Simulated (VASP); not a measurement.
**CdO: single point with PBE**

The system is CdO.

```
Cd O
1.0
     0.00000    2.36099    2.36099
     2.36099    0.00000    2.36099
     2.36099    2.36099    0.00000
Cd O
1 1
Direct
  0.00000 0.00000 0.00000
  0.50000 0.50000 0.50000
```

```yaml
Program: VASP 6.6.1
Task: single point
Functional: PBE
Potentials_or_basis: VASP PAW PBE potentials, release 64 (Cd_sv_GW, O)
Cutoff: 700 eV
k_mesh: 6 × 6 × 6
Occupations: gaussian, width 0.1 eV
Spin: no spin polarisation
Dipole_correction: no
Further_INCAR_settings: ALGO = Normal; EDIFF = 1e-06; NBANDS = 20
```

The pressure is 3.8 GPa and the band gap on the k mesh is zero (bands 13 and 14 overlap by 0.44 eV).

Levels at points of the mesh, in eV from the Fermi level:
```csv
k point,band 9,band 10,band 11,band 12,band 13,band 14,band 15,band 16,band 17,band 18
"(0.00, 0.00, 0.00)",-6.47,-6.47,-1.39,-1.39,-1.39,-0.53,14.43,16.85,16.85,16.85
"(0.50, 0.00, 0.00)",-6.23,-6.23,-3.86,-0.09,-0.09,4.35,7.13,11.73,11.73,17.53
"(0.50, 0.50, 0.00)",-6.10,-5.81,-4.30,-2.33,-2.33,3.76,8.37,11.09,13.11,13.11
```

It took 20 s on 1 thread of Intel(R) Xeon(R) Platinum 8259CL CPU @ 2.50GHz (Skylake/Cascade Lake), with other jobs on the host, peak memory 0.18 GiB.

Caveat: the k points lie up to 0.38 Å⁻¹ apart; semilocal functionals underestimate gaps, and a narrow one can read as zero.
